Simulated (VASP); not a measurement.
# BaTiO3 (P4mm) in VASP: settings compared, part 2 of 3

VASP 6.6.1. Earlier steps stand in the parts before.

## (3) Single point, BLYP+D4

This run uses another cell than the first one, of 13.63 Å³/atom, 1.019 times its volume.

INCAR reads:

```
SYSTEM = BaTiO3
PREC = Accurate ; ENCUT = 520
EDIFF = 1E-6 ; ISMEAR = -1
SIGMA = 0.05 ; LREAL = .False.
LASPH = .True. ; NELM = 80
ALGO = Normal ; ISIF = 2
LWAVE = .False. ; LCHARG = .True.
GGA = B5 ; ALDAX = 1.0
AGGAX = 1.0 ; AGGAC = 1.0
ALDAC = 0.0 ; IVDW = 13
VDW_S6 = 1.0 ; VDW_S8 = 2.34076671
VDW_A1 = 0.44488865 ; VDW_A2 = 4.0933009
LELF = .True. ; LVHAR = .True.
NBANDS = 28
```

KPOINTS reads:

```
Automatic mesh
0
Gamma
  7 7 7
  0 0 0
```

POSCAR reads:

```
BaTiO3
1.0
    4.0782473671      0.0000000000      0.0000000000
    0.0000000000      4.0782473671      0.0000000000
    0.0000000000      0.0000000000      4.0968043205
Ba Ti O
1 1 3
Direct
    0.0000000000      0.0000000000      0.0000000000
    0.5000000000      0.5000000000      0.4900000000
    0.0000000000      0.5000000000      0.5170000000
    0.5000000000      0.0000000000      0.5170000000
    0.5000000000      0.5000000000      0.0190000000
```

Potentials or basis: VASP PAW PBE potentials, release 64 (Ba_sv, Ti_sv, O).

Launch:

```
cat potpaw_PBE.64/Ba_sv/POTCAR potpaw_PBE.64/Ti_sv/POTCAR potpaw_PBE.64/O/POTCAR > POTCAR
mpirun -np 1 vasp_std > vasp.out
```

OUTCAR:

```text
SYSTEM = BaTiO3
   PREC = Accurate
   ENCUT = 520
   EDIFF = 1E-6
   ISMEAR = -1
   LREAL = .False.
   LASPH = .True.
   NELM = 80
   ISIF = 2
   GGA = B5
   IVDW = 13

 ion  position               nearest neighbor table
   1  0.000  0.000  0.000-   3 2.84   4 2.84   3 2.84   4 2.84   5 2.88   5 2.88   5 2.88   5 2.88
                             4 2.94   3 2.94   4 2.94   3 2.94   2 3.51   2 3.51   2 3.51   2 3.51
   2  0.500  0.500  0.490-   5 1.93   4 2.04   3 2.04   4 2.04   3 2.04   5 2.17   1 3.51   1 3.51
                             1 3.51   1 3.51   1 3.56   1 3.56   1 3.56   1 3.56
   3  0.000  0.500  0.517-   2 2.04   2 2.04   1 2.84   1 2.84   1 2.94   1 2.94
   4  0.500  0.000  0.517-   2 2.04   2 2.04   1 2.84   1 2.84   1 2.94   1 2.94
   5  0.500  0.500  0.019-   2 1.93   2 2.17   1 2.88   1 2.88   1 2.88   1 2.88

  LATTYP: Found a simple tetragonal cell.
 ALAT       =     4.0782473671
 C/A-ratio  =     1.0045502275

  Lattice vectors:

 A1 = (   4.0782473671,   0.0000000000,   0.0000000000)
 A2 = (   0.0000000000,   4.0782473671,   0.0000000000)
 A3 = (   0.0000000000,   0.0000000000,   4.0968043205)

Analysis of symmetry for initial positions (statically):
=====================================================================
 Subroutine PRICEL returns:
 Original cell was already a primitive cell.

 Routine SETGRP: Setting up the symmetry group for a
 simple tetragonal supercell.

 Subroutine GETGRP returns: Found  8 space group operations
 (whereof  8 operations were pure point group operations)
 out of a pool of 16 trial point group operations.

The static configuration has the point symmetry C_4v.

Analysis of symmetry for dynamics (positions and initial velocities):
=====================================================================
 Subroutine PRICEL returns:
 Original cell was already a primitive cell.

 Routine SETGRP: Setting up the symmetry group for a
 simple tetragonal supercell.

 Subroutine GETGRP returns: Found  8 space group operations
 (whereof  8 operations were pure point group operations)
 out of a pool of 16 trial point group operations.

The dynamic configuration has the point symmetry C_4v.

 Subroutine INISYM returns: Found  8 space group operations
 (whereof  8 operations are pure point group operations),
 and found     1 'primitive' translations

----------------------------------------------------------------------------------------

                                     Primitive cell

  volume of cell :      68.1385

  direct lattice vectors                    reciprocal lattice vectors
     4.078247367  0.000000000  0.000000000     0.245203370  0.000000000  0.000000000
     0.000000000  4.078247367  0.000000000     0.000000000  0.245203370  0.000000000
     0.000000000  0.000000000  4.096804321     0.000000000  0.000000000  0.244092693

  length of vectors
     4.078247367  4.078247367  4.096804321     0.245203370  0.245203370  0.244092693

  position of ions in fractional coordinates (direct lattice)
     0.000000000  0.000000000  0.000000000
     0.500000000  0.500000000  0.490000000
     0.000000000  0.500000000  0.517000000
     0.500000000  0.000000000  0.517000000
     0.500000000  0.500000000  0.019000000

  ion indices of the primitive-cell ions
   primitive index   ion index
                 1           1
[... 32 lines left out ...]
            Coordinates               Weight
  0.000000  0.000000  0.000000      1.000000
  0.142857  0.000000  0.000000      4.000000
  0.285714  0.000000  0.000000      4.000000
  0.428571  0.000000  0.000000      4.000000
  0.142857  0.142857  0.000000      4.000000
  0.285714  0.142857  0.000000      8.000000
[... 16 lines left out ...]
  0.285714  0.000000  0.285714      8.000000
  0.428571  0.000000  0.285714      8.000000
 [... further k-points ...]
   k-points           NKPTS =     40   k-points in BZ     NKDIM =     40   number of bands    NBANDS=     28
   number of dos      NEDOS =    301   number of ions     NIONS =      5
   total plane-waves  NPLWV =  27000
   dimension x,y,z NGX =    30 NGY =   30 NGZ =   30
   dimension x,y,z NGXF=    60 NGYF=   60 NGZF=   60
   ions per type =               1   1   3
   NGX,Y,Z   is equivalent  to a cutoff of  12.23, 12.23, 12.17 a.u.
   NGXF,Y,Z  is equivalent  to a cutoff of  24.46, 24.46, 24.35 a.u.
 SYSTEM =  BaTiO3
   PREC   = accura    normal or accurate (medium, high low for compatibility)
   ISTART =      0    job   : 0-new  1-cont  2-samecut
   ICHARG =      2    charge: 1-file 2-atom 10-const
   ISPIN  =      1    spin polarized calculation?
   LNONCOLLINEAR =      F non collinear calculations
   LSORBIT =      F    spin-orbit coupling
   LASPH  =      T    aspherical Exc in radial PAW
   ENCUT  =  520.0 eV  38.22 Ry    6.18 a.u.   7.58  7.58  7.62*2*pi/ulx,y,z
   NELM   =     80;   NELMIN=  2; NELMDL= -5     # of ELM steps
   EDIFF  = 0.1E-05   stopping-criterion for ELM
   LREAL  =      F    real-space projection
   EDIFFG = 0.1E-04   stopping-criterion for IOM
   NSW    =      0    number of steps for IOM
   IBRION =     -1    ionic relax: 0-MD 1-quasi-New 2-CG
   NFREE  =      0    steps in history (QN), initial steepest desc. (CG)
   ISIF   =      2    stress and relaxation
   ISYM   =      2    0-nonsym 1-usesym 2-fastsym
   POTIM  = 0.5000    time-step for ionic-motion
   TEBEG  =    0.0;   TEEND  =   0.0 temperature during run
   PSTRESS=    0.0 pullay stress
   NELECT =      40.0000    total number of electrons
   NUPDOWN=      -1.0000    fix difference up-down
   EMIN   =  10.00;   EMAX   =-10.00  energy-range for DOS
   EFERMI =   0.00;   METHOD = LEGACY
   ISMEAR =    -1;   SIGMA  =   0.05  broadening in eV -4-tet -1-fermi 0-gaus
   EFERMI_NEDOS =   21; number of points for ismear=-14 and -15
   IALGO  =     38    algorithm
   IMIX   =      4    mixing-type and parameters
     AMIX     =   0.40;   BMIX     =  1.00
     AMIX_MAG =   1.60;   BMIX_MAG =  1.00
  volume/ion in A,a.u.               =      13.63        91.96
  Fermi-wavevector in a.u.,A,eV,Ry     =   1.370768  2.590376 25.565424  1.879006
  Thomas-Fermi vector in A             =   2.496525
   LORBIT       =      0    0 simple, 1 ext, 2 COOP (PROOUT), +10 PAW based schemes
   GGA     = B5    functional components
   LHFCALC =     F    Hartree Fock is set to
   AEXX    =    0.0000 exact exchange contribution
   IVDW    =    13    specifies the selected vdW correction
   LEPSILON=     F    determine dielectric tensor
   LRPA    =     F    only Hartree local field effects (RPA)
 non-spin polarized calculation
  energy-cutoff  :      520.00
  volume of cell :       68.14
 maximum number of plane-waves:      1849
   NGX = 15   NGY = 15   NGZ = 15

 number of electron      39.9999985 magnetization

 Free energy of the ion-electron system (eV)
  ---------------------------------------------------
  ext. energy  EPLUGINS =         0.00000000
  ---------------------------------------------------
  free energy    TOTEN  =       -38.17949143 eV

  energy without entropy =      -38.17949143  energy(sigma->0) =      -38.17949143

 E-fermi :   4.5908     XC(G=0): -10.4314

 val. band max:        3.6570011638   @ k =   0.4286   0.4286   0.4286
 cond. band min:       5.4140351581   @ k =   0.0000   0.0000   0.0000
 fundamental gap:      1.7570339943
 Fermi energy:         4.5907727891

 k-point     1 :       0.0000    0.0000    0.0000
  band No.  band energies     occupation
      1     -52.9085      2.00000
      2     -29.2614      2.00000
      3     -29.2386      2.00000
      4     -29.2386      2.00000
      5     -21.2329      2.00000
      6     -12.9185      2.00000
[... 733 lines left out ...]
     27      11.8697      0.00000
     28      12.3397      0.00000

 [... further k-points ...]

------------------------ aborting loop because EDIFF is reached ----------------------------------------

  DFT-D4 for vdW energy calculation

  Edisp (eV):   -1.87098

  FORCE on cell =-STRESS in cart. coord.  units (eV):
  Direction    XX          YY          ZZ          XY          YZ          ZX
  --------------------------------------------------------------------------------------
  -------------------------------------------------------------------------------------
  Total      -2.10471    -2.10471    -1.75846     0.00000     0.00000     0.00000
  in kB     -49.48929   -49.48929   -41.34757     0.00000     0.00000     0.00000
  external pressure =      -46.78 kB  Pullay stress =        0.00 kB

 VOLUME and BASIS-vectors are now :
 -----------------------------------------------------------------------------
  energy-cutoff  :      520.00
  volume of cell :       68.14
      direct lattice vectors                 reciprocal lattice vectors
     4.078247367  0.000000000  0.000000000     0.245203370  0.000000000  0.000000000
     0.000000000  4.078247367  0.000000000     0.000000000  0.245203370  0.000000000
     0.000000000  0.000000000  4.096804321     0.000000000  0.000000000  0.244092693

 POSITION                                       TOTAL-FORCE (eV/Angst)
 -----------------------------------------------------------------------------------
      0.00000      0.00000      0.00000        -0.000000     -0.000000      0.012782
      2.03912      2.03912      2.00743        -0.000000      0.000000     -0.323981
      0.00000      2.03912      2.11805         0.000000     -0.000000     -0.130100
      2.03912      0.00000      2.11805        -0.000000     -0.000000     -0.130100
      2.03912      2.03912      0.07784        -0.000000      0.000000      0.571398
 -----------------------------------------------------------------------------------
    total drift:                                0.000000      0.000000      0.000418

  FREE ENERGIE OF THE ION-ELECTRON SYSTEM (eV)
  ---------------------------------------------------
  free  energy   TOTEN  =       -40.0504744793 eV

  energy  without entropy=      -40.0504744769  energy(sigma->0) =      -40.05047448
```

Run time: 55 s. Hardware: 1 thread of Intel Xeon 6975P-C (Granite Rapids), shared host; peak memory 0.22 GiB.

Results:

| Quantity | Value |
| --- | --- |
| Free energy | -40.0505 eV |
| Pressure | -4.7 GPa |
| Largest force | 0.571 eV/Å |
| Band gap on the k mesh | 1.76 eV, indirect (least direct gap 1.99 eV) |
| Dispersion energy per atom | -0.374 eV |

Forces in eV/Å, atoms in the order of the input:
```
Ba   0.000  0.000  0.013
Ti   0.000  0.000 -0.324
O    0.000  0.000 -0.130
O    0.000  0.000 -0.130
O    0.000  0.000  0.571
```

Caveat: the PAW data sets were made with another functional, which shifts forces and pressure a little; spin-orbit coupling is left out, which moves the levels of the heavy elements.

## (4) Single point, B3LYP5

This run uses another cell than the first one, of 12.86 Å³/atom, 0.962 times its volume.

Edit POSCAR of step 3 so:

```diff
@@ -2,5 +2,5 @@
 1.0
-    4.0782473671      0.0000000000      0.0000000000
-    0.0000000000      4.0782473671      0.0000000000
-    0.0000000000      0.0000000000      4.0968043205
+    3.9998000000      0.0000000000      0.0000000000
+    0.0000000000      3.9998000000      0.0000000000
+    0.0000000000      0.0000000000      4.0180000000
 Ba Ti O
```

INCAR.step1 reads:

```
PREC = Accurate
ENCUT = 520
EDIFF = 1E-5
ISMEAR = -1
SIGMA = 0.05
LREAL = False
LASPH = True
NELM = 60
ALGO = Normal
ISIF = 2
LWAVE = True
GGA = PE
NBANDS = 28
LUSENCCL = False
```

INCAR.step2 reads:

```
PREC = Accurate
ENCUT = 520
EDIFF = 1E-7
ISMEAR = -1
SIGMA = 0.05
LREAL = False
LASPH = True
NELM = 60
ALGO = Normal
ISIF = 2
LWAVE = False
LCHARG = True
GGA = B5
LHFCALC = True
AEXX = 0.2
AGGAX = 0.72
AGGAC = 0.81
ALDAC = 0.19
PRECFOCK = Fast
LELF = True
LVHAR = True
ISTART = 1
NBANDS = 28
LUSENCCL = False
```

KPOINTS reads:

```
Automatic mesh
0
Gamma
  4 4 4
```

Launch:

```
cat potpaw_PBE.64/Ba_sv/POTCAR potpaw_PBE.64/Ti_sv/POTCAR potpaw_PBE.64/O/POTCAR > POTCAR
cp INCAR.step1 INCAR
mpirun -np 1 vasp_std > vasp.out
cp INCAR.step2 INCAR
mpirun -np 1 vasp_std > vasp.out
```

Wall time 16 min (1 × NVIDIA H100 80GB with 1 thread of AMD EPYC 7R13 (Zen 3), shared host); peak memory 1.2 GiB.

Results (log left out):

```
Free energy            : -47.3598 eV
Pressure               : 4.4 GPa
Largest force          : 0.452 eV/Å
Band gap on the k mesh : 3.50 eV, indirect (least direct gap 3.76 eV)
```

Forces in eV/Å, atoms in the order of the input:
```
Ba   0.000  0.000  0.078
Ti   0.000  0.000 -0.247
O    0.000  0.000 -0.141
O    0.000  0.000 -0.141
O    0.000  0.000  0.452
```

Stress tensor (GPa, compression positive):
```
4.14 0.00 0.00
0.00 4.14 0.00
0.00 0.00 5.03
```

Levels at points of the mesh, in eV from the valence-band top:
```csv
k point,band 18,band 19,band 20,band 21,band 22,band 23
"(0.00, 0.00, 0.00)",-0.29,-0.25,-0.25,3.50,3.71,3.71
"(0.50, 0.00, 0.00)",-1.78,-0.97,-0.88,3.85,5.32,5.35
"(0.50, 0.50, 0.00)",-1.00,-1.00,-0.09,5.36,5.36,5.85
"(0.00, 0.00, 0.50)",-1.98,-0.72,-0.72,3.66,5.38,5.38
"(0.50, 0.00, 0.50)",-0.93,-0.91,-0.17,5.35,5.39,5.82
"(0.50, 0.50, 0.50)",-0.09,-0.09,0.00,6.07,6.07,6.09
```

Caveat: the PAW data sets were made with another functional, which shifts forces and pressure a little; spin-orbit coupling is left out, which moves the levels of the heavy elements. A k mesh can miss the band edges.

(Part 2 of 3 ends here.)
